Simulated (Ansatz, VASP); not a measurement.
# One calculation of Mo, two programs

```
CELL_PARAMETERS angstrom
4.61870 0.00000 0.00000
-2.30935 3.99991 0.00000
0.00000 0.00000 2.52372
ATOMIC_POSITIONS crystal
Mo 0.00000 0.00000 0.00000
Mo 0.33333 0.66667 0.50000
Mo 0.66667 0.33333 0.50000
```

Alike in both runs: task relaxation of cell and atoms; functional PBEsol; k mesh 12 × 12 × 18; occupations gaussian, width 0.1 eV; no spin polarisation.

```csv
,VASP,Ansatz
version,VASP 6.6.1,Ansatz 0.2.0
potentials or method,"VASP PAW PBE potentials, release 64 (Mo_sv), cutoff 600 eV","scalar-relativistic, plane waves, PAW"
valence electrons in the cell,42,42
```

|  | VASP | Ansatz | Ansatz less VASP |
| --- | --- | --- | --- |
| gap on the k mesh at the Fermi level, each at its own relaxed structure (eV) | none | none | - |
| relaxed volume (Å³/atom) | 15.64 | 15.61 | -0.028 |
| relaxed length of the cell vector where the two differ most in proportion (Å) | 2.535 | 2.533 | -0.0025 |

VASP's potentials were made for PBE, not for PBEsol. A gap of «none» marks a metal or a gap that the smearing closes.
